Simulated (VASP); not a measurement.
# TaRu2 (Fm-3m) in VASP: notebook

The runs below take TaRu2 through single point, relaxation of cell and atoms, with PBE.

Program: VASP 6.6.1. These are calculated values, not measurements. Logs are shortened: lines on timing, memory, paths and dates and some standing lists are left out, and cuts for length are marked.

### Step 1. The cell of the first run

Symmetry: Fm-3m, No. 225, cubic system. Conventional cell: a = 5.981 Å, b = 5.981 Å, c = 5.981 Å, α = 90.00°, β = 90.00°, γ = 90.00°. Ta (site symmetry m-3m) has 8 Ru at 2.59 Å within 3.4 Å. Ru (site symmetry -43m) has 4 Ta at 2.59 Å and 6 Ru at 2.99 Å within 3.4 Å.

The cell was built from a structure type or drawn by symmetry, and may not be a known phase.

### Step 2. Single point, PBE, collinear spin, ferromagnetic start

Input file INCAR:

```
  PREC = Accurate
  ENCUT = 520
  EDIFF = 1E-6
  ISMEAR = 0
  SIGMA = 0.1
  LREAL = False
  LASPH = True
  NELM = 150
  ALGO = Normal
  ISIF = 2
  LWAVE = False
  LCHARG = True
  ISPIN = 2
  MAGMOM = 0 1 1
  LORBIT = 11
  LMAXMIX = 4
  GGA = PE
  LELF = True
  LVHAR = True
  NBANDS = 30
```

Input file KPOINTS:

```
regular mesh
0
Gamma
  6 6 6
```

Input file POSCAR:

```
TaRu2
1.0
    0.0000000000      2.9904224288      2.9904224288
    2.9904224288      0.0000000000      2.9904224288
    2.9904224288      2.9904224288      0.0000000000
Ta Ru
1 2
Direct
    0.5000000000      0.5000000000      0.5000000000
    0.7500000000      0.7500000000      0.7500000000
    0.2500000000      0.2500000000      0.2500000000
```

Potentials or basis: VASP PAW PBE potentials, release 64 (Ta_pv, Ru_pv).

Launch:

```console
cat potpaw_PBE.64/Ta_pv/POTCAR potpaw_PBE.64/Ru_pv/POTCAR > POTCAR
mpirun -np 1 vasp_std > vasp.out
```

OUTCAR:

```text
PREC = Accurate
   ENCUT = 520
   EDIFF = 1E-6
   ISMEAR = 0
   LREAL = False
   LASPH = True
   NELM = 150
   ISIF = 2
   ISPIN = 2
   LORBIT = 11
   GGA = PE

 ion  position               nearest neighbor table
   1  0.500  0.500  0.500-   3 2.59   3 2.59   3 2.59   2 2.59   2 2.59   2 2.59   3 2.59   2 2.59

   2  0.750  0.750  0.750-   1 2.59   1 2.59   1 2.59   1 2.59   3 2.99   3 2.99   3 2.99   3 2.99
                             3 2.99   3 2.99
   3  0.250  0.250  0.250-   1 2.59   1 2.59   1 2.59   1 2.59   2 2.99   2 2.99   2 2.99   2 2.99
                             2 2.99   2 2.99

  LATTYP: Found a face centered cubic cell.
 ALAT       =     5.9808448576

  Lattice vectors:

 A1 = (   0.0000000000,   2.9904224288,   2.9904224288)
 A2 = (   2.9904224288,   0.0000000000,   2.9904224288)
 A3 = (   2.9904224288,   2.9904224288,   0.0000000000)

Analysis of symmetry for initial positions (statically):
=====================================================================
 Subroutine PRICEL returns:
 Original cell was already a primitive cell.

 Routine SETGRP: Setting up the symmetry group for a
 face centered cubic supercell.

 Subroutine GETGRP returns: Found 48 space group operations
 (whereof 48 operations were pure point group operations)
 out of a pool of 48 trial point group operations.

The static configuration has the point symmetry O_h .

Analysis of symmetry for dynamics (positions and initial velocities):
=====================================================================
 Subroutine PRICEL returns:
 Original cell was already a primitive cell.

 Routine SETGRP: Setting up the symmetry group for a
 face centered cubic supercell.

 Subroutine GETGRP returns: Found 48 space group operations
 (whereof 48 operations were pure point group operations)
 out of a pool of 48 trial point group operations.

The dynamic configuration has the point symmetry O_h .

Analysis of structural, dynamic, and magnetic symmetry:
=====================================================================
 Subroutine PRICEL returns:
 Original cell was already a primitive cell.

 Routine SETGRP: Setting up the symmetry group for a
 face centered cubic supercell.

 Subroutine GETGRP returns: Found 48 space group operations
 (whereof 48 operations were pure point group operations)
 out of a pool of 48 trial point group operations.

The overall configuration has the point symmetry O_h .

 Subroutine INISYM returns: Found 48 space group operations
 (whereof 48 operations are pure point group operations),
 and found     1 'primitive' translations

----------------------------------------------------------------------------------------

                                     Primitive cell

  volume of cell :      53.4845

  direct lattice vectors                    reciprocal lattice vectors
     0.000000000  2.990422429  2.990422429    -0.167200458  0.167200458  0.167200458
     2.990422429  0.000000000  2.990422429     0.167200458 -0.167200458  0.167200458
     2.990422429  2.990422429  0.000000000     0.167200458  0.167200458 -0.167200458

  length of vectors
     4.229095956  4.229095956  4.229095956     0.289599688  0.289599688  0.289599688

  position of ions in fractional coordinates (direct lattice)
     0.500000000  0.500000000  0.500000000
     0.750000000  0.750000000  0.750000000
     0.250000000  0.250000000  0.250000000

  ion indices of the primitive-cell ions
   primitive index   ion index
                 1           1
                 2           2
                 3           3

----------------------------------------------------------------------------------------

 KPOINTS: regular mesh

Automatic generation of k-mesh.
 Grid dimensions read from file:
 generate k-points for:    6    6    6

 Generating k-lattice:

  Cartesian coordinates                     Fractional coordinates (reciprocal lattice)
    -0.027866743  0.027866743  0.027866743     0.166666667  0.000000000  0.000000000
     0.027866743 -0.027866743  0.027866743     0.000000000  0.166666667  0.000000000
     0.027866743  0.027866743 -0.027866743     0.000000000  0.000000000  0.166666667

  Length of vectors
     0.048266615  0.048266615  0.048266615

  Shift w.r.t. Gamma in fractional coordinates (k-lattice)
     0.000000000  0.000000000  0.000000000

 Subroutine IBZKPT returns following result:
 ===========================================

 Found     16 irreducible k-points:

 Following reciprocal coordinates:
            Coordinates               Weight
  0.000000  0.000000  0.000000      1.000000
  0.166667  0.000000  0.000000      8.000000
  0.333333  0.000000  0.000000      8.000000
  0.500000  0.000000  0.000000      4.000000
  0.166667  0.166667  0.000000      6.000000
  0.333333  0.166667  0.000000     24.000000
[... 8 lines left out ...]
 -0.333333  0.333333  0.166667     24.000000
 -0.333333  0.500000  0.166667     12.000000
   k-points           NKPTS =     16   k-points in BZ     NKDIM =     16   number of bands    NBANDS=     30
   number of dos      NEDOS =    301   number of ions     NIONS =      3
   total plane-waves  NPLWV =  32768
   dimension x,y,z NGX =    32 NGY =   32 NGZ =   32
   dimension x,y,z NGXF=    64 NGYF=   64 NGZF=   64
   ions per type =               1   2
   NGX,Y,Z   is equivalent  to a cutoff of  12.58, 12.58, 12.58 a.u.
   NGXF,Y,Z  is equivalent  to a cutoff of  25.16, 25.16, 25.16 a.u.
 SYSTEM =  unknown system
   PREC   = accura    normal or accurate (medium, high low for compatibility)
   ISTART =      0    job   : 0-new  1-cont  2-samecut
   ICHARG =      2    charge: 1-file 2-atom 10-const
   ISPIN  =      2    spin polarized calculation?
   LNONCOLLINEAR =      F non collinear calculations
   LSORBIT =      F    spin-orbit coupling
   LASPH  =      T    aspherical Exc in radial PAW
   ENCUT  =  520.0 eV  38.22 Ry    6.18 a.u.   7.86  7.86  7.86*2*pi/ulx,y,z
   NELM   =    150;   NELMIN=  2; NELMDL= -5     # of ELM steps
   EDIFF  = 0.1E-05   stopping-criterion for ELM
   LREAL  =      F    real-space projection
   EDIFFG = 0.1E-04   stopping-criterion for IOM
   NSW    =      0    number of steps for IOM
   IBRION =     -1    ionic relax: 0-MD 1-quasi-New 2-CG
   NFREE  =      0    steps in history (QN), initial steepest desc. (CG)
   ISIF   =      2    stress and relaxation
   ISYM   =      2    0-nonsym 1-usesym 2-fastsym
   POTIM  = 0.5000    time-step for ionic-motion
   TEBEG  =    0.0;   TEEND  =   0.0 temperature during run
   PSTRESS=    0.0 pullay stress
   NELECT =      39.0000    total number of electrons
   NUPDOWN=      -1.0000    fix difference up-down
   EMIN   =  10.00;   EMAX   =-10.00  energy-range for DOS
   EFERMI =   0.00;   METHOD = LEGACY
   ISMEAR =     0;   SIGMA  =   0.10  broadening in eV -4-tet -1-fermi 0-gaus
   EFERMI_NEDOS =   21; number of points for ismear=-14 and -15
   IALGO  =     38    algorithm
   IMIX   =      4    mixing-type and parameters
     AMIX     =   0.40;   BMIX     =  1.00
     AMIX_MAG =   1.60;   BMIX_MAG =  1.00
  volume/ion in A,a.u.               =      17.83       120.31
  Fermi-wavevector in a.u.,A,eV,Ry     =   1.473513  2.784535 29.541502  2.171239
  Thomas-Fermi vector in A             =   2.588397
   LORBIT       =     11    0 simple, 1 ext, 2 COOP (PROOUT), +10 PAW based schemes
   GGA     = PE    functional components
   LHFCALC =     F    Hartree Fock is set to
   AEXX    =    0.0000 exact exchange contribution
   IVDW    =     0    specifies the selected vdW correction
   LEPSILON=     F    determine dielectric tensor
   LRPA    =     F    only Hartree local field effects (RPA)
 spin polarized calculation
 Gauss-broadening in eV      SIGMA  =   0.10
  energy-cutoff  :      520.00
  volume of cell :       53.48
 maximum number of plane-waves:      1459
   NGX = 15   NGY = 15   NGZ = 15

 number of electron      39.0000005 magnetization       0.0088370

 Free energy of the ion-electron system (eV)
  ---------------------------------------------------
  ext. energy  EPLUGINS =         0.00000000
  ---------------------------------------------------
  free energy    TOTEN  =       -29.21053602 eV

  energy without entropy =      -29.19134343  energy(sigma->0) =      -29.20093972

 E-fermi :   7.3658     XC(G=0): -12.2901

 val. band max:        7.3382958929   @ k =   0.5000   0.3333   0.0000
 cond. band min:       7.3728552867   @ k =  -0.1667   0.1667   0.0000
 fundamental gap:      0.0345593938
 Fermi energy:         7.3658226422

 spin component 1

 k-point     1 :       0.0000    0.0000    0.0000
  band No.  band energies     occupation
      1     -34.7072      1.00000
      2     -34.7072      1.00000
      3     -34.7072      1.00000
      4     -34.5622      1.00000
      5     -34.5622      1.00000
      6     -34.5622      1.00000
[... 22 lines left out ...]
     29      18.6708      0.00000
     30      19.1781      0.00000

 k-point     2 :       0.1667    0.0000    0.0000
  band No.  band energies     occupation
      1     -34.7041      1.00000
      2     -34.6989      1.00000
      3     -34.6989      1.00000
      4     -34.5728      1.00000
      5     -34.5728      1.00000
      6     -34.5653      1.00000
[... 22 lines left out ...]
     29      18.6912      0.00000
     30      19.2787      0.00000

 k-point     3 :       0.3333    0.0000    0.0000
  band No.  band energies     occupation
      1     -34.6823      1.00000
      2     -34.6758      1.00000
      3     -34.6758      1.00000
      4     -34.6007      1.00000
      5     -34.6007      1.00000
      6     -34.5881      1.00000
[... 395 lines left out ...]
      6     -34.5341      1.00000
[... 22 lines left out ...]
     29      19.0731      0.00000
     30      19.2408      0.00000

 k-point    16 :      -0.3333    0.5000    0.1667
  band No.  band energies     occupation
      1     -34.7653      1.00000
      2     -34.7338      1.00000
      3     -34.7011      1.00000
      4     -34.5879      1.00000
      5     -34.5260      1.00000
      6     -34.5161      1.00000
[... 22 lines left out ...]
     29      19.2394      0.00000
     30      19.2604      0.00000
 Fermi energy:         7.3658226422

 spin component 2

 k-point     1 :       0.0000    0.0000    0.0000
  band No.  band energies     occupation
      1     -34.7033      1.00000
      2     -34.7033      1.00000
      3     -34.7033      1.00000
      4     -34.5582      1.00000
      5     -34.5582      1.00000
      6     -34.5582      1.00000
[... 22 lines left out ...]
     29      18.6718      0.00000
     30      19.1803      0.00000

 k-point     2 :       0.1667    0.0000    0.0000
  band No.  band energies     occupation
      1     -34.7002      1.00000
      2     -34.6949      1.00000
      3     -34.6949      1.00000
      4     -34.5689      1.00000
      5     -34.5689      1.00000
      6     -34.5614      1.00000
[... 22 lines left out ...]
     29      18.6920      0.00000
     30      19.2897      0.00000

 k-point     3 :       0.3333    0.0000    0.0000
  band No.  band energies     occupation
      1     -34.6783      1.00000
      2     -34.6719      1.00000
      3     -34.6719      1.00000
      4     -34.5967      1.00000
      5     -34.5967      1.00000
      6     -34.5842      1.00000
[... 418 lines left out ...]
     29      19.0739      0.00000
     30      19.2491      0.00000

 k-point    16 :      -0.3333    0.5000    0.1667
  band No.  band energies     occupation
      1     -34.7614      1.00000
      2     -34.7299      1.00000
      3     -34.6972      1.00000
      4     -34.5840      1.00000
      5     -34.5221      1.00000
      6     -34.5122      1.00000
[... 22 lines left out ...]
     29      19.2454      0.00000
     30      19.2608      0.00000

------------------------ aborting loop because EDIFF is reached ----------------------------------------

  FORCE on cell =-STRESS in cart. coord.  units (eV):
  Direction    XX          YY          ZZ          XY          YZ          ZX
  --------------------------------------------------------------------------------------
  -------------------------------------------------------------------------------------
  Total        0.0789748      0.0789748      0.0789748     -0.0000000      0.0000000     -0.0000000
  in kB        2.3657639      2.3657639      2.3657639     -0.0000000      0.0000000     -0.0000000
  external PRESSURE =       2.3657639 kB  Pullay stress =       0.0000000 kB

 VOLUME and BASIS-vectors are now :
 -----------------------------------------------------------------------------
  energy-cutoff  :      520.00
  volume of cell :       53.48
      direct lattice vectors                 reciprocal lattice vectors
     0.000000000  2.990422429  2.990422429    -0.167200458  0.167200458  0.167200458
     2.990422429  0.000000000  2.990422429     0.167200458 -0.167200458  0.167200458
     2.990422429  2.990422429  0.000000000     0.167200458  0.167200458 -0.167200458

 POSITION                                       TOTAL-FORCE (eV/Angst)
 -----------------------------------------------------------------------------------
      2.99042      2.99042      2.99042         0.000000      0.000000      0.000000
      4.48563      4.48563      4.48563        -0.000000     -0.000000     -0.000000
      1.49521      1.49521      1.49521         0.000000      0.000000      0.000000
 -----------------------------------------------------------------------------------
    total drift:                               -0.000000     -0.000000      0.000000

  FREE ENERGIE OF THE ION-ELECTRON SYSTEM (eV)
  ---------------------------------------------------
  free  energy   TOTEN  =       -29.2105360153 eV

  energy  without entropy=      -29.1913434281  energy(sigma->0) =      -29.20093972

 total charge

# of ion       s       p       d       tot
------------------------------------------
    1        0.463   6.193   2.379   9.035
    2        0.381   6.179   6.154  12.714
    3        0.381   6.179   6.154  12.714
--------------------------------------------------
tot          1.225  18.551  14.687  34.464

 magnetization (x)

# of ion       s       p       d       tot
------------------------------------------
    1       -0.000  -0.000  -0.001  -0.001
    2        0.000  -0.000   0.004   0.004
    3        0.000  -0.000   0.004   0.004
--------------------------------------------------
tot         -0.000  -0.000   0.008   0.007
```

Run time: 1.7 min. Hardware: 1 thread of Intel Xeon 8259CL, shared host; peak memory 0.22 GiB.

Results:

- Free energy: -29.2105 eV
- Pressure: 0.2 GPa
- Net moment: 0.01 μB per cell
- Valence electrons inside the program's atomic spheres: Ta 9.04; Ru 12.71

Caveat: spin-orbit coupling is left out, which moves the levels of the heavy elements.

### Step 3. Single point, PBE

Input file INCAR:

```
SYSTEM = TaRu2
  PREC = Accurate
  ENCUT = 520
  EDIFF = 1E-6
  ISMEAR = 0
  SIGMA = 0.1
  LREAL = .False.
  LASPH = .True.
  NELM = 100
  ALGO = Fast
  ISIF = 2
  LWAVE = .False.
  LCHARG = .True.
  GGA = PE
  LELF = .True.
  LVHAR = .True.
  NBANDS = 26
```

Input file KPOINTS:

```
Automatic mesh
0
Gamma
  14 14 14
  0 0 0
```

POSCAR is that of step 2.

Potentials or basis: VASP PAW PBE potentials, release 64 (Ta_pv, Ru_pv).

Launch:

```console
cat potpaw_PBE.64/Ta_pv/POTCAR potpaw_PBE.64/Ru_pv/POTCAR > POTCAR
mpirun -np 1 vasp_std > vasp.out
```

OUTCAR:

```text
SYSTEM = TaRu2
   PREC = Accurate
   ENCUT = 520
   EDIFF = 1E-6
   ISMEAR = 0
   LREAL = .False.
   LASPH = .True.
   NELM = 100
   ISIF = 2
   GGA = PE

 ion  position               nearest neighbor table
   1  0.500  0.500  0.500-   3 2.59   3 2.59   3 2.59   2 2.59   2 2.59   2 2.59   3 2.59   2 2.59

   2  0.750  0.750  0.750-   1 2.59   1 2.59   1 2.59   1 2.59   3 2.99   3 2.99   3 2.99   3 2.99
                             3 2.99   3 2.99
   3  0.250  0.250  0.250-   1 2.59   1 2.59   1 2.59   1 2.59   2 2.99   2 2.99   2 2.99   2 2.99
                             2 2.99   2 2.99

  LATTYP: Found a face centered cubic cell.
 ALAT       =     5.9808448576

  Lattice vectors:

 A1 = (   0.0000000000,   2.9904224288,   2.9904224288)
 A2 = (   2.9904224288,   0.0000000000,   2.9904224288)
 A3 = (   2.9904224288,   2.9904224288,   0.0000000000)

Analysis of symmetry for initial positions (statically):
=====================================================================
 Subroutine PRICEL returns:
 Original cell was already a primitive cell.

 Routine SETGRP: Setting up the symmetry group for a
 face centered cubic supercell.

[... 168 lines left out ...]

 E-fermi :   7.3562     XC(G=0): -12.2920

 val. band max:        7.3557276862   @ k =  -0.3571   0.5000   0.1429
 cond. band min:       7.3573696190   @ k =  -0.4286   0.3571   0.0000
 fundamental gap:      0.0016419328
 Fermi energy:         7.3562252775

 k-point     1 :       0.0000    0.0000    0.0000
  band No.  band energies     occupation
      1     -34.7264      2.00000
      2     -34.7264      2.00000
      3     -34.7264      2.00000
      4     -34.5815      2.00000
      5     -34.5815      2.00000
      6     -34.5815      2.00000
[... 685 lines left out ...]
     25      11.2009      0.00000
     26      15.0671      0.00000

 [... further k-points ...]

------------------------ aborting loop because EDIFF is reached ----------------------------------------

  FORCE on cell =-STRESS in cart. coord.  units (eV):
  Direction    XX          YY          ZZ          XY          YZ          ZX
  --------------------------------------------------------------------------------------
  -------------------------------------------------------------------------------------
  Total        0.0881897      0.0881897      0.0881897      0.0000000     -0.0000000      0.0000000
  in kB        2.6418048      2.6418048      2.6418048      0.0000000     -0.0000000      0.0000000
  external PRESSURE =       2.6418048 kB  Pullay stress =       0.0000000 kB

 VOLUME and BASIS-vectors are now :
 -----------------------------------------------------------------------------
  energy-cutoff  :      520.00
  volume of cell :       53.48
      direct lattice vectors                 reciprocal lattice vectors
     0.000000000  2.990422429  2.990422429    -0.167200458  0.167200458  0.167200458
     2.990422429  0.000000000  2.990422429     0.167200458 -0.167200458  0.167200458
     2.990422429  2.990422429  0.000000000     0.167200458  0.167200458 -0.167200458

 POSITION                                       TOTAL-FORCE (eV/Angst)
 -----------------------------------------------------------------------------------
      2.99042      2.99042      2.99042        -0.000000      0.000000     -0.000000
      4.48563      4.48563      4.48563        -0.000000     -0.000000     -0.000000
      1.49521      1.49521      1.49521         0.000000      0.000000      0.000000
 -----------------------------------------------------------------------------------
    total drift:                               -0.000000     -0.000000      0.000000

  FREE ENERGIE OF THE ION-ELECTRON SYSTEM (eV)
  ---------------------------------------------------
  free  energy   TOTEN  =       -29.2199008696 eV

  energy  without entropy=      -29.2036637857  energy(sigma->0) =      -29.21178233
```

Wall time 3.4 min (1 thread of Intel Xeon 8259CL, shared host); peak memory 0.27 GiB.

What came out:

```
Free energy            : -29.2199 eV
Pressure               : 0.3 GPa
Band gap on the k mesh : zero (an odd number of electrons rules out a gap without spin polarisation)
```

Caveat: spin-orbit coupling is left out, which moves the levels of the heavy elements.

(Part 1 of 2 ends here.)
